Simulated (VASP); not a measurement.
Here is a VASP 6.6.1 calculation.

File POSCAR:

```
YbRe
1.0
    3.4262793064      0.0000000000      0.0000000000
    0.0000000000      3.4262793064      0.0000000000
    0.0000000000      0.0000000000      3.4262793064
Yb Re
1 1
Direct
    0.0000000000      0.0000000000      0.0000000000
    0.5000000000      0.5000000000      0.5000000000
```

The input INCAR.step1:

```
ALGO = Normal
EDIFF = 1E-4
ENCUT = 520
GGA = PE
ISMEAR = 0
LASPH = T
LCHARG = F
LREAL = F
LWAVE = T
NBANDS = 22
NELM = 60
PREC = Accurate
SIGMA = 0.05
```

Contents of INCAR.step2:

```
ALGO = Normal
EDIFF = 1E-6
ENCUT = 520
ISIF = 2
ISMEAR = 0
ISTART = 1
LASPH = T
LCHARG = T
LELF = T
LMIXTAU = T
LREAL = F
LVHAR = T
LWAVE = F
METAGGA = R2SCAN
NBANDS = 22
NELM = 60
PREC = Accurate
SIGMA = 0.05
```

KPOINTS

```
k-points
0
Gamma
  10 10 10
```

Potentials or basis: VASP PAW PBE potentials, release 64 (Yb, Re).

Launch:

```sh
$ cat potpaw_PBE.64/Yb/POTCAR potpaw_PBE.64/Re/POTCAR > POTCAR
$ cp INCAR.step1 INCAR
$ mpirun -np 1 vasp_std > vasp.out
$ cp INCAR.step2 INCAR
$ mpirun -np 1 vasp_std > vasp.out
```

Q: Predict the pressure.

A: -7.0 GPa.

Q: Estimate the band gap on the k mesh.

A: Zero (an odd number of electrons rules out a gap without spin polarisation).

Caveat: the cell stands under tension; the PAW data sets were made with another functional, which shifts forces and pressure a little; spin-orbit coupling is left out, which moves the levels of the heavy elements. Spin polarisation is off, so any magnetic state and its effect on volume and gap are missing.
